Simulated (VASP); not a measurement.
## Co: single point with PBEsol

The system is Co.

```
Co
1.0
     2.48737    0.00000    0.00000
    -1.24368    2.15412    0.00000
     0.00000    0.00000    4.06329
Co
2
Direct
  0.66667 0.33333 0.25986
  0.33333 0.66667 0.74014
```

```yaml
Program: VASP 6.6.1
Task: single point
Functional: PBEsol
Potentials_or_basis: VASP PAW PBE potentials, release 64 (Co)
Cutoff: 520 eV
k_mesh: 4 × 4 × 2
Occupations: fermi-dirac, width 0.05 eV
Spin: collinear spin, ferromagnetic start
Starting_moments: "[2.5, 2.5] μB"
Dipole_correction: no
Further_INCAR_settings: ALGO = Normal; EDIFF = 1e-06; NBANDS = 20
```

```yaml
Pressure: -8.6 GPa
Largest_force: 0.389 eV/Å
Net_moment: 3.37 μB per cell
Site_moments: Co +1.69 μB
Valence_electrons_inside_the_program's_atomic_spheres: Co 8.28
```

Forces in eV/Å, atoms in the order of the input:
```
Co   0.000  0.000 -0.389
Co   0.000  0.000  0.389
```

Stress tensor (GPa, compression positive):
```
-9.83  0.00  0.00
 0.00 -9.83  0.00
 0.00  0.00 -6.19
```

Levels at points of the mesh, in eV from the Fermi level:
Spin up:
| k point | band 8 | band 9 | band 10 | band 11 | band 12 | band 13 |
| --- | --- | --- | --- | --- | --- | --- |
| (0.00, 0.00, 0.00) | -1.83 | -1.83 | -0.76 | -0.76 | -0.28 | 6.07 |
| (0.50, 0.00, 0.00) | -0.66 | -0.59 | -0.48 | 1.26 | 3.27 | 9.34 |
| (0.00, 0.00, 0.50) | -2.62 | -1.18 | -1.18 | -0.99 | -0.99 | 14.03 |
| (0.50, 0.00, 0.50) | -1.03 | -0.60 | -0.55 | 1.37 | 1.64 | 7.04 |
Spin down:
| k point | band 3 | band 4 | band 5 | band 6 | band 7 | band 8 | band 9 | band 10 | band 11 | band 12 |
| --- | --- | --- | --- | --- | --- | --- | --- | --- | --- | --- |
| (0.00, 0.00, 0.00) | -0.97 | -0.95 | -0.95 | -0.62 | -0.62 | -0.15 | -0.04 | -0.04 | 1.12 | 1.12 |
| (0.50, 0.00, 0.00) | -3.19 | -1.75 | -1.03 | -0.99 | -0.56 | 1.23 | 1.35 | 1.40 | 2.60 | 4.33 |
| (0.00, 0.00, 0.50) | -1.70 | -1.24 | -1.00 | -1.00 | -0.99 | -0.99 | 0.69 | 0.69 | 0.86 | 0.86 |
| (0.50, 0.00, 0.50) | -2.51 | -2.18 | -0.18 | 0.22 | 0.26 | 0.39 | 1.30 | 1.35 | 2.06 | 2.41 |

It took 21 s on 1 thread of Intel Xeon 6975P-C, with other jobs on the host, peak memory 0.13 GiB.

Caveat: the k points lie up to 0.77 Å⁻¹ apart; the PAW data sets were made with another functional, which shifts forces and pressure a little.
